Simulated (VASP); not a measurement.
Set up this calculation in VASP 6.6.1, as the native input.

* Task: single point
* Functional: PBEsol
* Potentials or basis: VASP PAW PBE potentials, release 64 (Al)
* Cutoff: 520 eV
* k mesh: 24 × 24 × 24
* Occupations: gaussian, width 0.15 eV
* Spin: no spin polarisation
* Dipole correction: no
* Further INCAR settings: ALGO = Fast; EDIFF = 1e-06; NBANDS = 8

The structure of Al lies in POSCAR:

```
Al
1.0
   -1.7637872346      1.5958074980      1.5958074980
    1.5958074980     -1.7637872346      1.5958074980
    1.5958074980      1.5958074980     -1.7637872346
Al
1
Direct
    0.0000000000      0.0000000000      0.0000000000
```

This cell differs from its parent crystal: ratio of the length along [111] to the lengths across it x 0.85, volume and fractional coordinates fixed.

These files were run (other wordings do the same):

INCAR

```
PREC     = Accurate       # precision mode
ENCUT    = 520            # plane-wave cutoff, eV
EDIFF    = 1E-6           # SCF threshold, eV
ISMEAR   = 0              # smearing method
SIGMA    = 0.15           # smearing width, eV
LREAL    = False          # projectors in reciprocal space
LASPH    = True           # aspherical terms in the spheres
NELM     = 100            # most SCF steps
ALGO     = Fast           # electronic algorithm
ISIF     = 2              # what is computed and relaxed
LWAVE    = False          # write WAVECAR
LCHARG   = False          # write CHGCAR
GGA      = PS             # functional
NBANDS   = 8              # bands
```

KPOINTS

```
regular mesh
0
Gamma
  24 24 24
```

Potentials or basis: VASP PAW PBE potentials, release 64 (Al).

Run with:

```console
$ cat potpaw_PBE.64/Al/POTCAR > POTCAR
$ mpirun -np 1 vasp_std > vasp.out
```

Results of the run:

```json
{
  "Pressure": "6.1 GPa"
}
```

Caveat: the PAW data sets were made with another functional, which shifts forces and pressure a little.

Wall time 41 s on 1 thread of Intel(R) Xeon(R) 6975P-C (Granite Rapids), with other jobs on the host, peak memory 0.25 GiB.
